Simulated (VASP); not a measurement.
# Ti (P6/mmm) in VASP: further runs

Ti is run at these levels: LDA; tasks: single point.

Program: VASP 6.6.1. These are calculated values, not measurements. Logs are shortened: lines on timing, memory, paths and dates and some standing lists are left out, and cuts for length are marked.

**1. The cell of the first run**

Symmetry: P6/mmm, No. 191, hexagonal system. The conventional cell has a = 4.661 Å, b = 4.661 Å, c = 2.857 Å, α = 90.00°, β = 90.00°, γ = 120.00°. Ti (site symmetry 6/mmm) has 14 Ti at 2.86 to 3.05 Å within 3.8 Å. Ti (site symmetry -6m2) has 11 Ti at 2.69 to 3.05 Å within 3.5 Å.

**2. Single point, LDA**

The input, INCAR:

```
PREC = Accurate ; ENCUT = 520
EDIFF = 1E-7 ; ISMEAR = -1
SIGMA = 0.1 ; LREAL = F
LASPH = T ; NELM = 100
ALGO = Normal ; ISIF = 2
LWAVE = F ; LCHARG = T
LELF = T ; LVHAR = T
NBANDS = 25
```

The input, KPOINTS:

```
regular mesh
0
Gamma
  7 7 10
```

The input, POSCAR:

```
Ti
1.0
    4.6605332576      0.0000000000      0.0000000000
   -2.3302666288      4.0361403407      0.0000000000
    0.0000000000      0.0000000000      2.8571095188
Ti
3
Direct
    0.0000000000      0.0000000000      0.0000000000
    0.3333333333      0.6666666667      0.5000000000
    0.6666666667      0.3333333333      0.5000000000
```

Potentials or basis: VASP PAW LDA potentials, release 64 (Ti_sv).

Started as:

```console
> cat potpaw_LDA.64/Ti_sv/POTCAR > POTCAR
> mpirun -np 1 vasp_std > vasp.out
```

OUTCAR:

```text
PREC = Accurate
   ENCUT = 520
   EDIFF = 1E-7
   ISMEAR = -1
   LREAL = F
   LASPH = T
   NELM = 100
   ISIF = 2

 ion  position               nearest neighbor table
   1  0.000  0.000  0.000-
   2  0.333  0.667  0.500-   3 2.69   3 2.69   3 2.69
   3  0.667  0.333  0.500-   2 2.69   2 2.69   2 2.69

  LATTYP: Found a hexagonal cell.
 ALAT       =     4.6605332576
 C/A-ratio  =     0.6130434783

  Lattice vectors:

 A1 = (   4.6605332576,   0.0000000000,   0.0000000000)
 A2 = (  -2.3302666288,   4.0361403407,   0.0000000000)
 A3 = (   0.0000000000,   0.0000000000,   2.8571095188)

Analysis of symmetry for initial positions (statically):
=====================================================================
 Subroutine PRICEL returns:
 Original cell was already a primitive cell.

 Routine SETGRP: Setting up the symmetry group for a
 hexagonal supercell.

 Subroutine GETGRP returns: Found 24 space group operations
 (whereof 24 operations were pure point group operations)
 out of a pool of 24 trial point group operations.

The static configuration has the point symmetry D_6h.

Analysis of symmetry for dynamics (positions and initial velocities):
=====================================================================
 Subroutine PRICEL returns:
 Original cell was already a primitive cell.

 Routine SETGRP: Setting up the symmetry group for a
 hexagonal supercell.

 Subroutine GETGRP returns: Found 24 space group operations
 (whereof 24 operations were pure point group operations)
 out of a pool of 24 trial point group operations.

The dynamic configuration has the point symmetry D_6h.

 Subroutine INISYM returns: Found 24 space group operations
 (whereof 24 operations are pure point group operations),
 and found     1 'primitive' translations

----------------------------------------------------------------------------------------

                                     Primitive cell

  volume of cell :      53.7438

  direct lattice vectors                    reciprocal lattice vectors
     4.660533258  0.000000000  0.000000000     0.214567721  0.123880727  0.000000000
    -2.330266629  4.036140341  0.000000000     0.000000000  0.247761454  0.000000000
     0.000000000  0.000000000  2.857109519     0.000000000  0.000000000  0.350004084

  length of vectors
[... 73 lines left out ...]
   NGXF,Y,Z  is equivalent  to a cutoff of  25.68, 25.68, 27.93 a.u.
 SYSTEM =  unknown system
   PREC   = accura    normal or accurate (medium, high low for compatibility)
   ISTART =      0    job   : 0-new  1-cont  2-samecut
   ICHARG =      2    charge: 1-file 2-atom 10-const
   ISPIN  =      1    spin polarized calculation?
   LNONCOLLINEAR =      F non collinear calculations
   LSORBIT =      F    spin-orbit coupling
   LASPH  =      T    aspherical Exc in radial PAW
   ENCUT  =  520.0 eV  38.22 Ry    6.18 a.u.   8.67  8.67  5.31*2*pi/ulx,y,z
   NELM   =    100;   NELMIN=  2; NELMDL= -5     # of ELM steps
   EDIFF  = 0.1E-06   stopping-criterion for ELM
   LREAL  =      F    real-space projection
   EDIFFG = 0.1E-05   stopping-criterion for IOM
   NSW    =      0    number of steps for IOM
   IBRION =     -1    ionic relax: 0-MD 1-quasi-New 2-CG
   NFREE  =      0    steps in history (QN), initial steepest desc. (CG)
   ISIF   =      2    stress and relaxation
   ISYM   =      2    0-nonsym 1-usesym 2-fastsym
   POTIM  = 0.5000    time-step for ionic-motion
   TEBEG  =    0.0;   TEEND  =   0.0 temperature during run
   PSTRESS=    0.0 pullay stress
   NELECT =      36.0000    total number of electrons
   NUPDOWN=      -1.0000    fix difference up-down
   EMIN   =  10.00;   EMAX   =-10.00  energy-range for DOS
   EFERMI =   0.00;   METHOD = LEGACY
   ISMEAR =    -1;   SIGMA  =   0.10  broadening in eV -4-tet -1-fermi 0-gaus
   EFERMI_NEDOS =   21; number of points for ismear=-14 and -15
   IALGO  =     38    algorithm
   IMIX   =      4    mixing-type and parameters
     AMIX     =   0.40;   BMIX     =  1.00
     AMIX_MAG =   1.60;   BMIX_MAG =  1.00
  volume/ion in A,a.u.               =      17.91       120.89
  Fermi-wavevector in a.u.,A,eV,Ry     =   1.432406  2.706855 27.916249  2.051786
  Thomas-Fermi vector in A             =   2.552037
   LORBIT       =      0    0 simple, 1 ext, 2 COOP (PROOUT), +10 PAW based schemes
   GGA     = CA    functional components
   LHFCALC =     F    Hartree Fock is set to
   AEXX    =    0.0000 exact exchange contribution
   IVDW    =     0    specifies the selected vdW correction
   LEPSILON=     F    determine dielectric tensor
   LRPA    =     F    only Hartree local field effects (RPA)
 non-spin polarized calculation
  energy-cutoff  :      520.00
  volume of cell :       53.74
 maximum number of plane-waves:      1463
 NGX is ok and might be reduce to    36
   NGX = 17   NGY = 17   NGZ = 11

 number of electron      35.9999999 magnetization

 Free energy of the ion-electron system (eV)
  ---------------------------------------------------
  ext. energy  EPLUGINS =         0.00000000
  ---------------------------------------------------
  free energy    TOTEN  =       -25.50337528 eV

  energy without entropy =      -25.38802058  energy(sigma->0) =      -25.44569793

 E-fermi :   7.6254     XC(G=0): -11.6352

 val. band max:        7.5968185488   @ k =   0.2857   0.2857   0.3000
 cond. band min:       7.6404918491   @ k =   0.2857   0.1429   0.0000
 fundamental gap:      0.0436733003
 Fermi energy:         7.6254189552

 k-point     1 :       0.0000    0.0000    0.0000
  band No.  band energies     occupation
      1     -48.5852      2.00000
      2     -48.3475      2.00000
      3     -48.2056      2.00000
      4     -25.2733      2.00000
      5     -25.2733      2.00000
      6     -25.1601      2.00000
[... 661 lines left out ...]
     24       9.9985      0.00000
     25      10.0732      0.00000

 [... further k-points ...]
[... 5 lines left out ...]
  --------------------------------------------------------------------------------------
  -------------------------------------------------------------------------------------
  Total       -4.3569481     -4.3569484     -3.8028381      0.0000000      0.0000000      0.0000000
  in kB     -129.8865599   -129.8865692   -113.3677847      0.0000000      0.0000000      0.0000000
  external PRESSURE =    -124.3803046 kB  Pullay stress =       0.0000000 kB

 VOLUME and BASIS-vectors are now :
 -----------------------------------------------------------------------------
  energy-cutoff  :      520.00
  volume of cell :       53.74
      direct lattice vectors                 reciprocal lattice vectors
     4.660533258  0.000000000  0.000000000     0.214567721  0.123880727  0.000000000
    -2.330266629  4.036140341  0.000000000     0.000000000  0.247761454  0.000000000
     0.000000000  0.000000000  2.857109519     0.000000000  0.000000000  0.350004084

 POSITION                                       TOTAL-FORCE (eV/Angst)
 -----------------------------------------------------------------------------------
      0.00000      0.00000      0.00000         0.000000     -0.000000      0.000000
     -0.00000      2.69076      1.42855        -0.000000      0.000000     -0.000000
      2.33027      1.34538      1.42855         0.000000      0.000000      0.000000
 -----------------------------------------------------------------------------------
    total drift:                                0.000000      0.000000     -0.000000

  FREE ENERGIE OF THE ION-ELECTRON SYSTEM (eV)
  ---------------------------------------------------
  free  energy   TOTEN  =       -25.5033752842 eV

  energy  without entropy=      -25.3880205842  energy(sigma->0) =      -25.44569793
```

stdout:

```text
POSCAR found type information on POSCAR Ti
 POSCAR found :  1 types and       3 ions
 scaLAPACK will be used
 LDA part: xc-table for (Slater(with rela. corr.)+CA(PZ))
 , standard interpolation
 POSCAR, INCAR and KPOINTS ok, starting setup
 FFT: planning ... GRIDC
 FFT: planning ... GRID_SOFT
 FFT: planning ... GRID
 WAVECAR not read
 entering main loop
```

It took 2.3 min on 1 thread of Intel Xeon 6975P-C, shared host; peak memory 0.18 GiB.

What came out:

| Quantity | Value |
| --- | --- |
| Free energy | -25.5034 eV |
| Pressure | -12.4 GPa |
| Band gap on the k mesh | zero (band 18 reaches 7.78 eV, above the bottom of band 19 at 7.54 eV) |

Levels at points of the mesh, in eV from the Fermi level:
| k point | band 15 | band 16 | band 17 | band 18 | band 19 | band 20 | band 21 | band 22 |
| --- | --- | --- | --- | --- | --- | --- | --- | --- |
| (0.00, 0.00, 0.00) | -0.66 | -0.66 | -0.54 | -0.54 | -0.08 | 0.60 | 1.23 | 1.23 |
| (0.00, 0.00, 0.50) | -1.91 | -1.58 | -1.47 | -1.47 | 1.00 | 1.00 | 1.19 | 1.19 |

**3. Single point, LDA**

This run uses another cell than the first one, of 18.60 Å³/atom, 1.038 times its volume.

The input, INCAR:

```
SYSTEM = Ti
ALGO = Normal
EDIFF = 1E-7
ENCUT = 520
GGA = CA
ISIF = 2
ISMEAR = -1
LASPH = .True.
LCHARG = .False.
LREAL = .False.
LWAVE = .False.
NBANDS = 25
NELM = 60
PREC = Accurate
SIGMA = 0.1
```

The input, KPOINTS:

```
k-points
0
Gamma
  7 7 10
  0 0 0
```

The input, POSCAR:

```
Ti
1.0
    4.7195336128      0.0000000000      0.0000000000
   -2.3597668064      4.0872361490      0.0000000000
    0.0000000000      0.0000000000      2.8932793018
Ti
3
Direct
    0.0000000000      0.0000000000      0.0000000000
    0.3333333333      0.6666666667      0.5000000000
    0.6666666667      0.3333333333      0.5000000000
```

Potentials or basis: VASP PAW LDA potentials, release 64 (Ti_sv).

Started as:

```console
> cat potpaw_LDA.64/Ti_sv/POTCAR > POTCAR
> mpirun -np 1 vasp_std > vasp.out
```

OUTCAR:

```text
SYSTEM = Ti
   EDIFF = 1E-7
   ENCUT = 520
   GGA = CA
   ISIF = 2
   ISMEAR = -1
   LASPH = .True.
   LREAL = .False.
   NELM = 60
   PREC = Accurate

 ion  position               nearest neighbor table
   1  0.000  0.000  0.000-
   2  0.333  0.667  0.500-   3 2.72   3 2.72   3 2.72
   3  0.667  0.333  0.500-   2 2.72   2 2.72   2 2.72

  LATTYP: Found a hexagonal cell.
 ALAT       =     4.7195336128
 C/A-ratio  =     0.6130434783

  Lattice vectors:

 A1 = (   4.7195336128,   0.0000000000,   0.0000000000)
 A2 = (  -2.3597668064,   4.0872361490,   0.0000000000)
 A3 = (   0.0000000000,   0.0000000000,   2.8932793018)

Analysis of symmetry for initial positions (statically):
=====================================================================
 Subroutine PRICEL returns:
 Original cell was already a primitive cell.

 Routine SETGRP: Setting up the symmetry group for a
 hexagonal supercell.

 Subroutine GETGRP returns: Found 24 space group operations
 (whereof 24 operations were pure point group operations)
[... 156 lines left out ...]
 number of electron      36.0000022 magnetization

 Free energy of the ion-electron system (eV)
  ---------------------------------------------------
  ext. energy  EPLUGINS =         0.00000000
  ---------------------------------------------------
  free energy    TOTEN  =       -25.32536364 eV

  energy without entropy =      -25.20349731  energy(sigma->0) =      -25.26443048

 E-fermi :   7.2452     XC(G=0): -11.4571

 val. band max:        7.2298404347   @ k =   0.2857   0.2857   0.3000
 cond. band min:       7.2481879499   @ k =   0.2857   0.1429   0.0000
 fundamental gap:      0.0183475152
 Fermi energy:         7.2451587337

 k-point     1 :       0.0000    0.0000    0.0000
  band No.  band energies     occupation
      1     -49.0362      2.00000
      2     -48.7955      2.00000
      3     -48.6706      2.00000
      4     -25.7136      2.00000
      5     -25.7135      2.00000
      6     -25.5799      2.00000
[... 661 lines left out ...]
     24       9.5056      0.00000
     25       9.5832      0.00000

 [... further k-points ...]
[... 5 lines left out ...]
  --------------------------------------------------------------------------------------
  -------------------------------------------------------------------------------------
  Total       -5.4453834     -5.4453838     -4.9565606      0.0000000      0.0000000      0.0000000
  in kB     -156.3219172   -156.3219284   -142.2891652      0.0000000      0.0000000      0.0000000
  external PRESSURE =    -151.6443369 kB  Pullay stress =       0.0000000 kB

 VOLUME and BASIS-vectors are now :
 -----------------------------------------------------------------------------
  energy-cutoff  :      520.00
  volume of cell :       55.81
      direct lattice vectors                 reciprocal lattice vectors
     4.719533613  0.000000000  0.000000000     0.211885343  0.122332056  0.000000000
    -2.359766806  4.087236149  0.000000000     0.000000000  0.244664111  0.000000000
     0.000000000  0.000000000  2.893279302     0.000000000  0.000000000  0.345628574

 POSITION                                       TOTAL-FORCE (eV/Angst)
 -----------------------------------------------------------------------------------
      0.00000      0.00000      0.00000        -0.000000      0.000000      0.000000
     -0.00000      2.72482      1.44664        -0.000000      0.000000     -0.000000
      2.35977      1.36241      1.44664         0.000000     -0.000000      0.000000
 -----------------------------------------------------------------------------------
    total drift:                                0.000000      0.000000     -0.000000

  FREE ENERGIE OF THE ION-ELECTRON SYSTEM (eV)
  ---------------------------------------------------
  free  energy   TOTEN  =       -25.3253636417 eV

  energy  without entropy=      -25.2034973101  energy(sigma->0) =      -25.26443048
```

stdout:

```text
POSCAR found type information on POSCAR Ti
 POSCAR found :  1 types and       3 ions
 scaLAPACK will be used
 LDA part: xc-table for (Slater(with rela. corr.)+CA(PZ))
 , standard interpolation
 POSCAR, INCAR and KPOINTS ok, starting setup
 FFT: planning ... GRIDC
 FFT: planning ... GRID_SOFT
 FFT: planning ... GRID
 WAVECAR not read
 entering main loop
```

It took 1.8 min on 1 thread of Intel Xeon 6975P-C, shared host; peak memory 0.18 GiB.

Results:

| Quantity | Value |
| --- | --- |
| Free energy | -25.3254 eV |
| Pressure | -15.2 GPa |
| Band gap on the k mesh | zero (band 18 reaches 7.39 eV, above the bottom of band 19 at 7.16 eV) |

Stress tensor (GPa, compression positive):
```
-15.63   0.00   0.00
  0.00 -15.63   0.00
  0.00   0.00 -14.23
```

Levels at points of the mesh, in eV from the Fermi level:
| k point | band 15 | band 16 | band 17 | band 18 | band 19 | band 20 | band 21 | band 22 |
| --- | --- | --- | --- | --- | --- | --- | --- | --- |
| (0.00, 0.00, 0.00) | -0.64 | -0.64 | -0.53 | -0.53 | -0.09 | 0.58 | 1.18 | 1.18 |
| (0.00, 0.00, 0.50) | -1.80 | -1.59 | -1.39 | -1.39 | 0.97 | 0.97 | 1.13 | 1.13 |
